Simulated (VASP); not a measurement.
# WC (P-6m2) in VASP: notebook

The runs below take WC through single point, with PBEsol.

All numbers are computed with VASP 6.6.1; they aren't measurements. Logs are shortened: lines on timing, memory, paths and dates and some standing lists are left out, and cuts for length are marked.

## Step 1: The cell of the first run

Symmetry: P-6m2, No. 187, hexagonal system. The conventional cell has a = 2.898 Å, b = 2.898 Å, c = 2.828 Å, α = 90.00°, β = 90.00°, γ = 120.00°. Within 2.9 Å of W (site symmetry -6m2) lie 6 C at 2.19 Å and 8 W at 2.83 to 2.90 Å. C (site symmetry -6m2) has 6 W at 2.19 Å and 8 C at 2.83 to 2.90 Å within 2.9 Å.

## Step 2: Single point, PBEsol

Contents of INCAR:

```
PREC = Accurate ; ENCUT = 520
EDIFF = 1E-6 ; ISMEAR = 0
SIGMA = 0.1 ; LREAL = F
LASPH = T ; NELM = 80
ALGO = Normal ; ISIF = 2
LWAVE = F ; LCHARG = F
GGA = PS ; ISYM = 0
NBANDS = 16
```

Contents of KPOINTS:

```
Automatic mesh
0
Gamma
  12 6 29
```

Contents of POSCAR:

```
WC
1.0
    2.8984136658      0.0000000000      0.0000000000
   -1.4492068329      6.1872576902      0.0000000000
    0.0000000000     -2.5844694041      1.1471298954
W C
1 1
Direct
    0.0000000000      0.0000000000      0.0000000000
    0.3333333333      0.6666666667      0.8333333333
```

Potentials or basis: VASP PAW PBE potentials, release 64 (W_sv, C).

Started as:

```sh
$ cat potpaw_PBE.64/W_sv/POTCAR potpaw_PBE.64/C/POTCAR > POTCAR
$ mpirun -np 1 vasp_std > vasp.out
```

OUTCAR:

```text
PREC = Accurate
   ENCUT = 520
   EDIFF = 1E-6
   ISMEAR = 0
   LREAL = F
   LASPH = T
   NELM = 80
   ISIF = 2
   GGA = PS
   ISYM = 0

 ion  position               nearest neighbor table
   1  0.000  0.000  0.000-   2 2.19   2 2.19   2 2.19   2 2.19   2 2.19
   2  0.333  0.667  0.833-   1 2.19   1 2.19   1 2.19   1 2.19   1 2.19

IMPORTANT INFORMATION: All symmetrisations will be switched off!
NOSYMM: (Re-)initialisation of all symmetry stuff for point group C_1.

----------------------------------------------------------------------------------------

                                     Primitive cell

  volume of cell :      20.5717

  direct lattice vectors                    reciprocal lattice vectors
     2.898413666  0.000000000  0.000000000     0.345016314  0.080811245  0.182066732
    -1.449206833  6.187257690  0.000000000     0.000000000  0.161622491  0.364133464
     0.000000000 -2.584469404  1.147129895     0.000000000  0.000000000  0.871740859

  length of vectors
     2.898413666  6.354711494  2.827611907     0.398390524  0.398390524  0.871740859

  position of ions in fractional coordinates (direct lattice)
     0.000000000  0.000000000  0.000000000
     0.333333333  0.666666667  0.833333333

  ion indices of the primitive-cell ions
   primitive index   ion index
                 1           1
                 2           2

----------------------------------------------------------------------------------------

 KPOINTS: Automatic mesh

Automatic generation of k-mesh.
 Grid dimensions read from file:
 generate k-points for:   12    6   29

 Generating k-lattice:

  Cartesian coordinates                     Fractional coordinates (reciprocal lattice)
     0.028751360  0.006734270  0.015172228     0.083333333  0.000000000  0.000000000
     0.000000000  0.026937082  0.060688911     0.000000000  0.166666667  0.000000000
     0.000000000  0.000000000  0.030060030     0.000000000  0.000000000  0.034482759

  Length of vectors
     0.033199210  0.066398421  0.030060030

  Shift w.r.t. Gamma in fractional coordinates (k-lattice)
     0.000000000  0.000000000  0.000000000

 -----------------------------------------------------------------------------
|                                                                             |
|           W    W    AA    RRRRR   N    N  II  N    N   GGGG   !!!           |
|           W    W   A  A   R    R  NN   N  II  NN   N  G    G  !!!           |
|           W    W  A    A  R    R  N N  N  II  N N  N  G       !!!           |
|           W WW W  AAAAAA  RRRRR   N  N N  II  N  N N  G  GGG   !            |
|           WW  WW  A    A  R   R   N   NN  II  N   NN  G    G                |
|           W    W  A    A  R    R  N    N  II  N    N   GGGG   !!!           |
|                                                                             |
|     Your reciprocal lattice and k-lattice belong to different lattice       |
|     classes:                                                                |
|                                                                             |
|        The reciprocal lattice is hexagonal,                                 |
|        whereas your k-lattice is triclinic.                                 |
|                                                                             |
|     Results are often still useful ...                                      |
|                                                                             |
 -----------------------------------------------------------------------------

 WARNING: IBZKPT: internal override: KBLOWUP is changed to .FALSE.
      ... skipping the blow-up phase ...

 Subroutine IBZKPT returns following result:
 ===========================================

 Found   1046 irreducible k-points:

 Following reciprocal coordinates:
            Coordinates               Weight
  0.000000  0.000000  0.000000      1.000000
  0.083333  0.000000  0.000000      2.000000
  0.166667  0.000000  0.000000      2.000000
  0.250000  0.000000 -0.000000      2.000000
  0.333333  0.000000 -0.000000      2.000000
  0.416667  0.000000 -0.000000      2.000000
[... 16 lines left out ...]
  0.250000  0.333333 -0.000000      2.000000
  0.333333  0.333333 -0.000000      2.000000
 [... further k-points ...]
   k-points           NKPTS =   1046   k-points in BZ     NKDIM =   1046   number of bands    NBANDS=     16
   number of dos      NEDOS =    301   number of ions     NIONS =      2
   total plane-waves  NPLWV =  27648
   dimension x,y,z NGX =    24 NGY =   48 NGZ =   24
   dimension x,y,z NGXF=    48 NGYF=   96 NGZF=   48
   ions per type =               1   1
   NGX,Y,Z   is equivalent  to a cutoff of  13.77, 12.56, 14.11 a.u.
   NGXF,Y,Z  is equivalent  to a cutoff of  27.53, 25.11, 28.22 a.u.
 SYSTEM =  unknown system
   PREC   = accura    normal or accurate (medium, high low for compatibility)
   ISTART =      0    job   : 0-new  1-cont  2-samecut
   ICHARG =      2    charge: 1-file 2-atom 10-const
   ISPIN  =      1    spin polarized calculation?
   LNONCOLLINEAR =      F non collinear calculations
   LSORBIT =      F    spin-orbit coupling
   LASPH  =      T    aspherical Exc in radial PAW
   ENCUT  =  520.0 eV  38.22 Ry    6.18 a.u.   5.39 11.82  5.26*2*pi/ulx,y,z
   NELM   =     80;   NELMIN=  2; NELMDL= -5     # of ELM steps
   EDIFF  = 0.1E-05   stopping-criterion for ELM
   LREAL  =      F    real-space projection
   EDIFFG = 0.1E-04   stopping-criterion for IOM
   NSW    =      0    number of steps for IOM
   IBRION =     -1    ionic relax: 0-MD 1-quasi-New 2-CG
   NFREE  =      0    steps in history (QN), initial steepest desc. (CG)
   ISIF   =      2    stress and relaxation
   ISYM   =      0    0-nonsym 1-usesym 2-fastsym
   POTIM  = 0.5000    time-step for ionic-motion
   TEBEG  =    0.0;   TEEND  =   0.0 temperature during run
   PSTRESS=    0.0 pullay stress
   NELECT =      18.0000    total number of electrons
   NUPDOWN=      -1.0000    fix difference up-down
   EMIN   =  10.00;   EMAX   =-10.00  energy-range for DOS
   EFERMI =   0.00;   METHOD = LEGACY
   ISMEAR =     0;   SIGMA  =   0.10  broadening in eV -4-tet -1-fermi 0-gaus
   EFERMI_NEDOS =   21; number of points for ismear=-14 and -15
   IALGO  =     38    algorithm
   IMIX   =      4    mixing-type and parameters
     AMIX     =   0.40;   BMIX     =  1.00
     AMIX_MAG =   1.60;   BMIX_MAG =  1.00
  volume/ion in A,a.u.               =      10.29        69.41
  Fermi-wavevector in a.u.,A,eV,Ry     =   1.565820  2.958971 33.358675  2.451793
  Thomas-Fermi vector in A             =   2.668240
   LORBIT       =      0    0 simple, 1 ext, 2 COOP (PROOUT), +10 PAW based schemes
   GGA     = PS    functional components
   LHFCALC =     F    Hartree Fock is set to
   AEXX    =    0.0000 exact exchange contribution
   IVDW    =     0    specifies the selected vdW correction
   LEPSILON=     F    determine dielectric tensor
   LRPA    =     F    only Hartree local field effects (RPA)
 non-spin polarized calculation
 Gauss-broadening in eV      SIGMA  =   0.10
  energy-cutoff  :      520.00
  volume of cell :       20.57
 maximum number of plane-waves:       572
 NGX is ok and might be reduce to    24
   NGX = 11   NGY = 23   NGZ = 11

 number of electron      18.0000001 magnetization

 Free energy of the ion-electron system (eV)
  ---------------------------------------------------
  ext. energy  EPLUGINS =         0.00000000
  ---------------------------------------------------
  free energy    TOTEN  =       -23.90079476 eV

  energy without entropy =      -23.89959016  energy(sigma->0) =      -23.90019246

 E-fermi :  11.0592     XC(G=0): -13.9765

 val. band max:       11.0429604369   @ k =   0.0000   0.5000   0.2759
 cond. band min:      11.0624630186   @ k =   0.4167   0.1667   0.0345
 fundamental gap:      0.0195025817
 Fermi energy:        11.0592301978

 k-point     1 :       0.0000    0.0000    0.0000
  band No.  band energies     occupation
      1     -62.8610      2.00000
      2     -26.8468      2.00000
      3     -26.7418      2.00000
      4     -26.7416      2.00000
      5      -3.4381      2.00000
      6       6.6764      2.00000
[... 8 lines left out ...]
     15      25.4489      0.00000
     16      27.8381      0.00000

 k-point     2 :       0.0833    0.0000    0.0000
  band No.  band energies     occupation
      1     -62.8570      2.00000
      2     -26.8391      2.00000
      3     -26.8016      2.00000
      4     -26.7551      2.00000
      5      -3.2527      2.00000
      6       6.7232      2.00000
[... 8 lines left out ...]
     15      25.0849      0.00000
     16      28.2264      0.00000

 k-point     3 :       0.1667    0.0000    0.0000
  band No.  band energies     occupation
      1     -62.8458      2.00000
      2     -26.9625      2.00000
      3     -26.8180      2.00000
      4     -26.7918      2.00000
      5      -2.7289      2.00000
      6       6.3177      2.00000
[... 8 lines left out ...]
     15      24.7550      0.00000
     16      29.2931      0.00000

 k-point     4 :       0.2500    0.0000   -0.0000
  band No.  band energies     occupation
      1     -62.8305      2.00000
      2     -27.1763      2.00000
      3     -26.8415      2.00000
      4     -26.7891      2.00000
      5      -1.9595      2.00000
      6       5.4864      2.00000
[... 8 lines left out ...]
     15      25.1181      0.00000
     16      29.3932      0.00000
[... 324 lines left out ...]
 k-point    22 :       0.1667    0.3333   -0.0000
  band No.  band energies     occupation
      1     -62.7999      2.00000
      2     -27.4811      2.00000
      3     -27.0531      2.00000
      4     -26.7308      2.00000
      5       0.0264      2.00000
      6       4.2836      2.00000
[... 8 lines left out ...]
     15      25.8788      0.00000
     16      28.1928      0.00000

 k-point    23 :       0.2500    0.3333   -0.0000
  band No.  band energies     occupation
      1     -62.7943      2.00000
      2     -27.4392      2.00000
      3     -27.1928      2.00000
      4     -26.7200      2.00000
      5       0.5471      2.00000
      6       4.3293      2.00000
[... 8 lines left out ...]
     15      26.3319      0.00000
     16      28.0241      0.00000

 k-point    24 :       0.3333    0.3333   -0.0000
  band No.  band energies     occupation
      1     -62.7922      2.00000
      2     -27.3625      2.00000
      3     -27.3057      2.00000
      4     -26.7161      2.00000
      5       0.7551      2.00000
      6       4.4232      2.00000
[... 8 lines left out ...]
     15      26.4485      0.00000
     16      26.5937      0.00000

 [... further k-points ...]
[... 5 lines left out ...]
  --------------------------------------------------------------------------------------
  -------------------------------------------------------------------------------------
  Total        0.1840624      0.1819830      0.1509972     -0.0008914     -0.0214952     -0.0058860
  in kB       14.3352264     14.1732770     11.7600301     -0.0694240     -1.6740971     -0.4584149
  external PRESSURE =      13.4228445 kB  Pullay stress =       0.0000000 kB

 VOLUME and BASIS-vectors are now :
 -----------------------------------------------------------------------------
  energy-cutoff  :      520.00
  volume of cell :       20.57
      direct lattice vectors                 reciprocal lattice vectors
     2.898413666  0.000000000  0.000000000     0.345016314  0.080811245  0.182066732
    -1.449206833  6.187257690  0.000000000     0.000000000  0.161622491  0.364133464
     0.000000000 -2.584469404  1.147129895     0.000000000  0.000000000  0.871740859

 POSITION                                       TOTAL-FORCE (eV/Angst)
 -----------------------------------------------------------------------------------
      0.00000      0.00000      0.00000         0.001039     -0.000229     -0.001411
     -0.00000      1.97111      0.95594        -0.001039      0.000229      0.001411
 -----------------------------------------------------------------------------------
    total drift:                                0.000001      0.000001      0.000004

  FREE ENERGIE OF THE ION-ELECTRON SYSTEM (eV)
  ---------------------------------------------------
  free  energy   TOTEN  =       -23.9007947649 eV

  energy  without entropy=      -23.8995901641  energy(sigma->0) =      -23.90019246
```

Run time: 5.9 min. Hardware: 1 thread of Intel Xeon Platinum 8375C at 2.90GHz (Ice Lake), shared host; peak memory 0.47 GiB.

What came out:

- Free energy: -23.9008 eV
- Pressure: 1.3 GPa
- Band gap on the k mesh: zero (band 9 reaches 11.66 eV, above the bottom of band 10 at 10.49 eV)

Caveat: the k points lie up to 0.42 Å⁻¹ apart; the PAW data sets were made with another functional, which shifts forces and pressure a little; spin-orbit coupling is left out, which moves the levels of the heavy elements.

(Part 1 of 2 ends here.)
